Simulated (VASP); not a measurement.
# Se (Im-3m) in VASP: further runs

Se is run at these levels: PBEsol; tasks: single point.

All numbers are computed with VASP 6.6.1; they aren't measurements. Logs are shortened: lines on timing, memory, paths and dates and some standing lists are left out, and cuts for length are marked.

### Step 1. The cell of the first run

Symmetry: Im-3m, No. 229, cubic system. The conventional cell has a = 3.376 Å, b = 3.376 Å, c = 3.376 Å, α = 90.00°, β = 90.00°, γ = 90.00°. Se (site symmetry m-3m) has 14 Se at 2.92 to 3.38 Å within 3.9 Å.

### Step 2. Single point, PBEsol

File INCAR:

```
SYSTEM = Se
  PREC = Accurate
  ENCUT = 520
  EDIFF = 1E-6
  ISMEAR = -1
  SIGMA = 0.1
  LREAL = .FALSE.
  LASPH = .TRUE.
  NELM = 80
  ALGO = Normal
  ISIF = 2
  LWAVE = .FALSE.
  LCHARG = .TRUE.
  GGA = PS
  LELF = .TRUE.
  LVHAR = .TRUE.
  NBANDS = 9
```

File KPOINTS:

```
Automatic mesh
0
G
  13 13 13
  0 0 0
```

File POSCAR:

```
Se
1.0
   -1.6880470396      1.6880470396      1.6880470396
    1.6880470396     -1.6880470396      1.6880470396
    1.6880470396      1.6880470396     -1.6880470396
Se
1
Direct
    0.0000000000      0.0000000000      0.0000000000
```

Potentials or basis: VASP PAW PBE potentials, release 64 (Se).

Launch:

```
> cat potpaw_PBE.64/Se/POTCAR > POTCAR
> mpirun -np 1 vasp_std > vasp.out
```

OUTCAR:

```text
SYSTEM = Se
   PREC = Accurate
   ENCUT = 520
   EDIFF = 1E-6
   ISMEAR = -1
   LREAL = .FALSE.
   LASPH = .TRUE.
   NELM = 80
   ISIF = 2
   GGA = PS

 ion  position               nearest neighbor table
   1  0.000  0.000  0.000-

  LATTYP: Found a body centered cubic cell.
 ALAT       =     3.3760940792

  Lattice vectors:

 A1 = (  -1.6880470396,   1.6880470396,   1.6880470396)
 A2 = (   1.6880470396,  -1.6880470396,   1.6880470396)
 A3 = (   1.6880470396,   1.6880470396,  -1.6880470396)

Analysis of symmetry for initial positions (statically):
=====================================================================
 Subroutine PRICEL returns:
 Original cell was already a primitive cell.

 Routine SETGRP: Setting up the symmetry group for a
 body centered cubic supercell.

 Subroutine GETGRP returns: Found 48 space group operations
 (whereof 48 operations were pure point group operations)
 out of a pool of 48 trial point group operations.

The static configuration has the point symmetry O_h .

Analysis of symmetry for dynamics (positions and initial velocities):
=====================================================================
 Subroutine PRICEL returns:
 Original cell was already a primitive cell.

 Routine SETGRP: Setting up the symmetry group for a
 body centered cubic supercell.

 Subroutine GETGRP returns: Found 48 space group operations
 (whereof 48 operations were pure point group operations)
 out of a pool of 48 trial point group operations.

The dynamic configuration has the point symmetry O_h .

 Subroutine INISYM returns: Found 48 space group operations
 (whereof 48 operations are pure point group operations),
 and found     1 'primitive' translations

----------------------------------------------------------------------------------------

                                     Primitive cell

  volume of cell :      19.2404

  direct lattice vectors                    reciprocal lattice vectors
    -1.688047040  1.688047040  1.688047040     0.000000000  0.296200277  0.296200277
     1.688047040 -1.688047040  1.688047040     0.296200277  0.000000000  0.296200277
     1.688047040  1.688047040 -1.688047040     0.296200277  0.296200277  0.000000000

  length of vectors
     2.923783238  2.923783238  2.923783238     0.418890448  0.418890448  0.418890448

  position of ions in fractional coordinates (direct lattice)
     0.000000000  0.000000000  0.000000000

  ion indices of the primitive-cell ions
   primitive index   ion index
                 1           1

----------------------------------------------------------------------------------------

 KPOINTS: Automatic mesh

Automatic generation of k-mesh.
 Grid dimensions read from file:
 generate k-points for:   13   13   13

 Generating k-lattice:

  Cartesian coordinates                     Fractional coordinates (reciprocal lattice)
     0.000000000  0.022784637  0.022784637     0.076923077  0.000000000  0.000000000
     0.022784637  0.000000000  0.022784637     0.000000000  0.076923077  0.000000000
     0.022784637  0.022784637  0.000000000     0.000000000  0.000000000  0.076923077

  Length of vectors
     0.032222342  0.032222342  0.032222342

  Shift w.r.t. Gamma in fractional coordinates (k-lattice)
     0.000000000  0.000000000  0.000000000

 Subroutine IBZKPT returns following result:
 ===========================================

 Found     84 irreducible k-points:

 Following reciprocal coordinates:
            Coordinates               Weight
  0.000000  0.000000  0.000000      1.000000
  0.076923  0.000000  0.000000     12.000000
  0.153846  0.000000  0.000000     12.000000
  0.230769  0.000000  0.000000     12.000000
  0.307692  0.000000  0.000000     12.000000
  0.384615  0.000000  0.000000     12.000000
[... 16 lines left out ...]
  0.153846  0.076923  0.076923     24.000000
  0.230769  0.076923  0.076923     24.000000
 [... further k-points ...]
   k-points           NKPTS =     84   k-points in BZ     NKDIM =     84   number of bands    NBANDS=      9
   number of dos      NEDOS =    301   number of ions     NIONS =      1
   total plane-waves  NPLWV =  13824
   dimension x,y,z NGX =    24 NGY =   24 NGZ =   24
   dimension x,y,z NGXF=    48 NGYF=   48 NGZF=   48
   ions per type =               1
   NGX,Y,Z   is equivalent  to a cutoff of  13.65, 13.65, 13.65 a.u.
   NGXF,Y,Z  is equivalent  to a cutoff of  27.29, 27.29, 27.29 a.u.
 SYSTEM =  Se
   PREC   = accura    normal or accurate (medium, high low for compatibility)
   ISTART =      0    job   : 0-new  1-cont  2-samecut
   ICHARG =      2    charge: 1-file 2-atom 10-const
   ISPIN  =      1    spin polarized calculation?
   LNONCOLLINEAR =      F non collinear calculations
   LSORBIT =      F    spin-orbit coupling
   LASPH  =      T    aspherical Exc in radial PAW
   ENCUT  =  520.0 eV  38.22 Ry    6.18 a.u.   5.44  5.44  5.44*2*pi/ulx,y,z
   NELM   =     80;   NELMIN=  2; NELMDL= -5     # of ELM steps
   EDIFF  = 0.1E-05   stopping-criterion for ELM
   LREAL  =      F    real-space projection
   EDIFFG = 0.1E-04   stopping-criterion for IOM
   NSW    =      0    number of steps for IOM
   IBRION =     -1    ionic relax: 0-MD 1-quasi-New 2-CG
   NFREE  =      0    steps in history (QN), initial steepest desc. (CG)
   ISIF   =      2    stress and relaxation
   ISYM   =      2    0-nonsym 1-usesym 2-fastsym
   POTIM  = 0.5000    time-step for ionic-motion
   TEBEG  =    0.0;   TEEND  =   0.0 temperature during run
   PSTRESS=    0.0 pullay stress
   NELECT =       6.0000    total number of electrons
   NUPDOWN=      -1.0000    fix difference up-down
   EMIN   =  10.00;   EMAX   =-10.00  energy-range for DOS
   EFERMI =   0.00;   METHOD = LEGACY
   ISMEAR =    -1;   SIGMA  =   0.10  broadening in eV -4-tet -1-fermi 0-gaus
   EFERMI_NEDOS =   21; number of points for ismear=-14 and -15
   IALGO  =     38    algorithm
   IMIX   =      4    mixing-type and parameters
     AMIX     =   0.40;   BMIX     =  1.00
     AMIX_MAG =   1.60;   BMIX_MAG =  1.00
  volume/ion in A,a.u.               =      19.24       129.84
  Fermi-wavevector in a.u.,A,eV,Ry     =   1.110165  2.097907 16.768710  1.232465
  Thomas-Fermi vector in A             =   2.246713
   LORBIT       =      0    0 simple, 1 ext, 2 COOP (PROOUT), +10 PAW based schemes
   GGA     = PS    functional components
   LHFCALC =     F    Hartree Fock is set to
   AEXX    =    0.0000 exact exchange contribution
   IVDW    =     0    specifies the selected vdW correction
   LEPSILON=     F    determine dielectric tensor
   LRPA    =     F    only Hartree local field effects (RPA)
 non-spin polarized calculation
  energy-cutoff  :      520.00
  volume of cell :       19.24
 maximum number of plane-waves:       539
 NGX is ok and might be reduce to    24
   NGX = 11   NGY = 11   NGZ = 11

 number of electron       6.0000001 magnetization

 Free energy of the ion-electron system (eV)
  ---------------------------------------------------
  ext. energy  EPLUGINS =         0.00000000
  ---------------------------------------------------
  free energy    TOTEN  =        -3.41296254 eV

  energy without entropy =       -3.39300267  energy(sigma->0) =       -3.40298261

 E-fermi :   6.0933     XC(G=0): -10.9734

 val. band max:        6.0326401596   @ k =   0.2308   0.0769   0.0769
 cond. band min:       6.0988380702   @ k =  -0.3846   0.3846   0.0769
 fundamental gap:      0.0661979105
 Fermi energy:         6.0932958277

 k-point     1 :       0.0000    0.0000    0.0000
  band No.  band energies     occupation
      1     -10.5598      2.00000
      2       9.3489      0.00000
      3       9.3489      0.00000
      4       9.3489      0.00000
      5      17.8524      0.00000
      6      18.6029      0.00000
      7      18.6029      0.00000
      8      18.6029      0.00000
      9      21.6403      0.00000

 k-point     2 :       0.0769    0.0000    0.0000
  band No.  band energies     occupation
      1     -10.4268      2.00000
      2       8.5183      0.00000
      3       9.0621      0.00000
      4       9.2952      0.00000
      5      17.8974      0.00000
      6      18.0465      0.00000
      7      18.8374      0.00000
      8      19.1703      0.00000
      9      20.6278      0.00000

 k-point     3 :       0.1538    0.0000    0.0000
  band No.  band energies     occupation
      1     -10.0326      2.00000
      2       6.6260      0.00967
      3       8.3820      0.00000
      4       9.1438      0.00000
      5      16.5573      0.00000
      6      16.9912      0.00000
      7      20.0408      0.00000
      8      20.6912      0.00000
      9      20.7420      0.00000

 k-point     4 :       0.2308    0.0000    0.0000
  band No.  band energies     occupation
      1      -9.3942      2.00000
      2       4.4056      2.00000
      3       7.6060      0.00000
      4       8.9258      0.00000
      5      15.1545      0.00000
      6      15.9823      0.00000
      7      20.7649      0.00000
      8      20.7736      0.00000
      9      22.8649      0.00000
[... 205 lines left out ...]
 k-point    22 :       0.0769    0.0769    0.0769
  band No.  band energies     occupation
      1      -9.7750      2.00000
      2       5.7308      1.94808
      3       8.3350      0.00000
      4       8.3350      0.00000
      5      16.8917      0.00000
      6      16.8917      0.00000
      7      18.9339      0.00000
      8      21.1490      0.00000
      9      21.1490      0.00000

 k-point    23 :       0.1538    0.0769    0.0769
  band No.  band energies     occupation
      1      -9.1481      2.00000
      2       4.0169      2.00000
      3       7.1089      0.00008
      4       7.9182      0.00000
      5      16.3756      0.00000
      6      16.4677      0.00000
      7      20.0941      0.00000
      8      21.5947      0.00000
      9      21.6472      0.00000

 k-point    24 :       0.2308    0.0769    0.0769
  band No.  band energies     occupation
      1      -8.3281      2.00000
      2       2.1967      2.00000
      3       6.0326      1.29431
      4       7.5071      0.00000
      5      15.6735      0.00000
      6      16.1765      0.00000
      7      21.7173      0.00000
      8      22.0566      0.00000
      9      22.9518      0.00000

 [... further k-points ...]
[... 5 lines left out ...]
  --------------------------------------------------------------------------------------
  -------------------------------------------------------------------------------------
  Total        0.0095950      0.0095950      0.0095950      0.0000000      0.0000000     -0.0000000
  in kB        0.7989895      0.7989895      0.7989895      0.0000000      0.0000000     -0.0000000
  external PRESSURE =       0.7989895 kB  Pullay stress =       0.0000000 kB

 VOLUME and BASIS-vectors are now :
 -----------------------------------------------------------------------------
  energy-cutoff  :      520.00
  volume of cell :       19.24
      direct lattice vectors                 reciprocal lattice vectors
    -1.688047040  1.688047040  1.688047040     0.000000000  0.296200277  0.296200277
     1.688047040 -1.688047040  1.688047040     0.296200277  0.000000000  0.296200277
     1.688047040  1.688047040 -1.688047040     0.296200277  0.296200277  0.000000000

 POSITION                                       TOTAL-FORCE (eV/Angst)
 -----------------------------------------------------------------------------------
      0.00000      0.00000      0.00000         0.000000     -0.000000     -0.000000
 -----------------------------------------------------------------------------------
    total drift:                               -0.000000      0.000000      0.000000

  FREE ENERGIE OF THE ION-ELECTRON SYSTEM (eV)
  ---------------------------------------------------
  free  energy   TOTEN  =        -3.4129625371 eV

  energy  without entropy=       -3.3930026732  energy(sigma->0) =       -3.40298261
```

Run time: 21 s. Hardware: 1 thread of AMD EPYC 7R13, shared host; peak memory 0.11 GiB.

What came out:

- Free energy: -3.4130 eV
- Pressure: 0.1 GPa
- Band gap on the k mesh: zero (band 3 reaches 9.35 eV, above the bottom of band 4 at 2.52 eV)

Caveat: the PAW data sets were made with another functional, which shifts forces and pressure a little.

### Step 3. Single point, PBEsol (volume scaled by 0.88)

File INCAR:

```
SYSTEM = Se
PREC = Accurate
ENCUT = 520
EDIFF = 1E-7
ISMEAR = -1
SIGMA = 0.1
LREAL = .FALSE.
LASPH = .TRUE.
NELM = 100
ALGO = Normal
ISIF = 2
LWAVE = .FALSE.
LCHARG = .FALSE.
GGA = PS
NBANDS = 9
```

File KPOINTS:

```
regular mesh
0
G
  15 15 15
  0 0 0
```

File POSCAR:

```
Se
1.0
   -1.6176284211      1.6176284211      1.6176284211
    1.6176284211     -1.6176284211      1.6176284211
    1.6176284211      1.6176284211     -1.6176284211
Se
1
Direct
    0.0000000000      0.0000000000      0.0000000000
```

Potentials or basis: VASP PAW PBE potentials, release 64 (Se).

Launch:

```
> cat potpaw_PBE.64/Se/POTCAR > POTCAR
> mpirun -np 1 vasp_std > vasp.out
```

Run time: 28 s. Hardware: 1 thread of AMD EPYC 7R13, shared host; peak memory 0.12 GiB.

Results (log left out):

```yaml
Free_energy: -3.2978 eV
Pressure: 15.2 GPa
Band_gap_on_the_k_mesh: zero (band 3 reaches 11.85 eV, above the bottom of band 4 at 3.88 eV)
```

Levels at points of the mesh, in eV from the Fermi level:
```tsv
k point	band 1	band 2	band 3	band 4	band 5	band 6	band 7	band 8
(0.00, 0.00, 0.00)	-17.98	4.02	4.02	4.02	12.83	12.83	12.83	13.78
```

Caveat: the PAW data sets were made with another functional, which shifts forces and pressure a little.
